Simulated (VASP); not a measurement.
The system is Be3Au.

```
Be Au
1.0
    -1.66630    1.66630    3.72212
     1.66630   -1.66630    3.72212
     1.66630    1.66630   -3.72212
Be Au
3 1
Direct
  0.50000 0.50000 0.00000
  0.25000 0.75000 0.50000
  0.75000 0.25000 0.50000
  0.00000 0.00000 0.00000
```

```yaml
Program: VASP 6.6.1
Task: relaxation of cell and atoms
Functional: PBE
Potentials_or_basis: VASP PAW PBE potentials, release 64 (Be, Au)
Cutoff: 600 eV
k_mesh: 8 × 8 × 8
Occupations: gaussian, width 0.1 eV
Spin: no spin polarisation
```

At the start: pressure 4.8 GPa; volume 10.33 Å³/atom.

Q: Where does the relaxation end?

A: Over 5 steps the energy falls by 54.0 meV/atom and the volume is 10.60 Å³/atom (+2.5 %); space group I4/mmm (No. 139, to 0.05 Å).

Step by step:
| step | energy change (eV) | largest force (eV/Å) | pressure (GPa) | volume (Å³) |
| --- | --- | --- | --- | --- |
| 1 | 0.0000 | 0.0000 | 4.76 | 41.34 |
| 2 | -0.1724 | 0.0000 | -2.47 | 43.15 |
| 3 | -0.1847 | 0.0000 | -4.63 | 43.81 |
| 4 | -0.2157 | 0.0000 | 0.33 | 42.23 |
| 5 | -0.2161 | 0.0000 | -0.22 | 42.39 |

Final structure:
```
Be Au
1.0
    -1.74779    1.74779    3.46894
     1.74779   -1.74779    3.46894
     1.74779    1.74779   -3.46894
Be Au
3 1
Cartesian
  0.0000 0.0000 3.4689
  1.7478 0.0000 1.7345
  0.0000 1.7478 1.7345
  0.0000 0.0000 0.0000
```
